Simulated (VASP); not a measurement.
A run of VASP 6.6.1 is set up as follows.

INCAR

```
SYSTEM = As
ALGO = Normal
EDIFF = 1E-6
ENCUT = 520
GGA = PE
ISIF = 2
ISMEAR = -1
LASPH = .TRUE.
LCHARG = .FALSE.
LREAL = .FALSE.
LWAVE = .FALSE.
NBANDS = 12
NELM = 60
PREC = Accurate
SIGMA = 0.05
```

The input KPOINTS:

```
k-points
0
G
  13 13 13
  0 0 0
```

Contents of POSCAR:

```
As
1.0
    1.8921984922      1.0924613088      3.5088552423
   -1.8921984922      1.0924613088      3.5088552423
    0.0000000000     -2.1849226177      3.5088552423
As
2
Direct
    0.2275400000      0.2275400000      0.2275400000
    0.7724600000      0.7724600000      0.7724600000
```

Potentials or basis: VASP PAW PBE potentials, release 64 (As).

Launch:

```sh
$ cat potpaw_PBE.64/As/POTCAR > POTCAR
$ mpirun -np 1 vasp_std > vasp.out
```

(1) What does it give for the band gap on the k mesh?

(2) What does it give for the pressure?

Results:

(1) zero (bands 5 and 6 overlap by 0.36 eV).

(2) 2.3 GPa.
